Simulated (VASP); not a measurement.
The system is Os.

```
Os
1.0
     2.71575    0.00000    0.00000
    -1.35787    2.35191    0.00000
     0.00000    0.00000    4.29071
Os
2
Direct
  0.66667 0.33333 0.75000
  0.33333 0.66667 0.25000
```

Base run:

| Property | Result |
| --- | --- |
| Program | VASP 6.6.1 |
| Functional | LDA |
| Potentials or basis | VASP PAW LDA potentials, release 64 (Os_sv_GW) |
| Cutoff | 560 eV |
| k mesh | 11 × 11 × 6 |
| Occupations | fermi-dirac, width 0.05 eV |
| Spin | no spin polarisation |

Its results: band gap on the k mesh zero (bands 16 and 17 overlap by 4.03 eV); pressure 0.4 GPa.

Q: The run is repeated on the same cell with these changes: functional from LDA to BLYP; potentials or basis from VASP PAW LDA potentials, release 64 (Os_sv_GW) to VASP PAW PBE potentials, release 64 (Os_sv_GW). What comes out?

A: Band gap on the k mesh zero (bands 16 and 17 overlap by 4.02 eV); pressure 36.2 GPa.

Caveats: spin-orbit coupling is left out, which moves the levels of the heavy elements; the cell stands under pressure (at least some runs); the PAW data sets were made with another functional, which shifts forces and pressure a little (at least some runs).
